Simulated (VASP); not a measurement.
A run of VASP 6.6.1 is set up as follows.

File INCAR:

```
SYSTEM = TaCl3F
PREC = Accurate
ENCUT = 520
EDIFF = 1E-6
ISMEAR = 0
SIGMA = 0.1
LREAL = .FALSE.
LASPH = .TRUE.
NELM = 150
ALGO = Normal
ISIF = 2
LWAVE = .FALSE.
LCHARG = .FALSE.
ISPIN = 2
MAGMOM = 1 0 0 0 0
LORBIT = 11
LMAXMIX = 4
GGA = PE
NBANDS = 32
```

File KPOINTS:

```
Automatic mesh
0
G
  6 6 6
  0 0 0
```

The input POSCAR:

```
TaCl3F
1.0
   -2.0562839187      2.4306815617      6.8556201290
    2.0562839187     -2.4306815617      6.8556201290
    2.0562839187      2.4306815617     -6.8556201290
Ta Cl F
1 3 1
Direct
    0.0000000000      0.0000000000      0.0000000000
    0.8306346152      0.8306346152      0.0000000000
    0.1693653848      0.1693653848      0.0000000000
    0.5000000000      0.0000000000      0.5000000000
    0.0000000000      0.5000000000      0.5000000000
```

Potentials or basis: VASP PAW PBE potentials, release 64 (Ta_pv, Cl, F).

Launch:

```console
$ cat potpaw_PBE.64/Ta_pv/POTCAR potpaw_PBE.64/Cl/POTCAR potpaw_PBE.64/F/POTCAR > POTCAR
$ mpirun -np 1 vasp_std > vasp.out
```

Question: Estimate the largest force.

Answer: 0.027 eV/Å.

Question: Predict the net moment.

Answer: 0.45 μB per cell.

Question: Predict the site moments.

Answer: Ta +0.30; Cl +0.02, -0.01 (each value once); F +0.01 μB.

Question: Predict the pressure.

Answer: 0.0 GPa.

Forces on the atoms (eV/Å):
```
Ta   0.000  0.000  0.000
Cl   0.000  0.000  0.027
Cl   0.000  0.000 -0.027
Cl   0.000  0.000  0.000
F    0.000  0.000  0.000
```

Caveat: a moment this small can come from the mesh or the smearing.
